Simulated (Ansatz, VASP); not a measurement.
One calculation of SnTe, two programs

The input INCAR:

```
  ALGO = Normal
  EDIFF = 1E-6
  ENCUT = 520
  GGA = PE
  GGA_COMPAT = False
  ISIF = 2
  ISMEAR = -1
  LASPH = True
  LCHARG = True
  LORBIT = 11
  LORBMOM = True
  LREAL = False
  LSORBIT = True
  LVHAR = True
  LWAVE = False
  MAGMOM = 0 0 0 0 0 0
  NBANDS = 32
  NELM = 150
  PREC = Accurate
  SIGMA = 0.05
```

File KPOINTS:

```
k-points
0
Gamma
  5 5 5
```

Contents of POSCAR:

```
SnTe
1.0
    3.9047000000      0.0000000000      0.0000000000
    0.0000000000      3.9047000000      0.0000000000
    0.0000000000      0.0000000000      3.9047000000
Te Sn
1 1
Direct
    0.5000000000      0.5000000000      0.5000000000
    0.0000000000      0.0000000000      0.0000000000
```

The input input.yaml:

```yaml
crystal:
  lattice:
    - [3.9047, 0.0, 0.0]
    - [0.0, 3.9047, 0.0]
    - [0.0, 0.0, 3.9047]
  atoms:
    - { symbol: Te, position: [0.5, 0.5, 0.5] }
    - { symbol: Sn, position: [0.0, 0.0, 0.0] }
hamiltonian:
  xc: pbe
  pseudopotentials: { kind: paw_fr }
magnetization:
  noncollinear: true
  spin_orbit: true
kpoints:
  mp_grid: { grid: [5, 5, 5] }
  band_path:
    path:
      - [[0.0, 0.0, 0.0], [0.0, 0.5, 0.0], [0.5, 0.5, 0.0], [0.0, 0.0, 0.0], [0.5, 0.5, 0.5], [0.0, 0.5, 0.0]]
      - [[0.5, 0.5, 0.0], [0.5, 0.5, 0.5]]
    npoints: 14
scf:
  occupations: { method: fermi_dirac, width: 0.05 }
  n_extra_bands: 6
output:
  forces: true
  stress: true
  eigenvalues: true
  fatbands: false
```

Alike in both runs: functional PBE; k mesh 5 × 5 × 5; occupations fermi-dirac, width 0.05 eV; non-collinear spin, spin-orbit coupling.

```csv
,VASP,Ansatz
version,VASP 6.6.1,Ansatz 0.2.0
potentials or method,"VASP PAW PBE potentials, release 64 (Te, Sn_d)",Ansatz PAW
plane-wave cutoff (eV),520,420
valence electrons in the cell,20,30
task,single point,band structure
```

```tsv
	VASP	Ansatz	Ansatz less VASP
pressure (GPa)	-0.4	-0.4	+0.03
net moment per atom (μB)	0.00	0.00	0.000
```

With one functional, cell and mesh, what is left measures potentials, basis and numerics. VASP's potentials hold 20 valence electrons a cell and Ansatz's 30, so a difference there can come from the potentials and not from the codes.
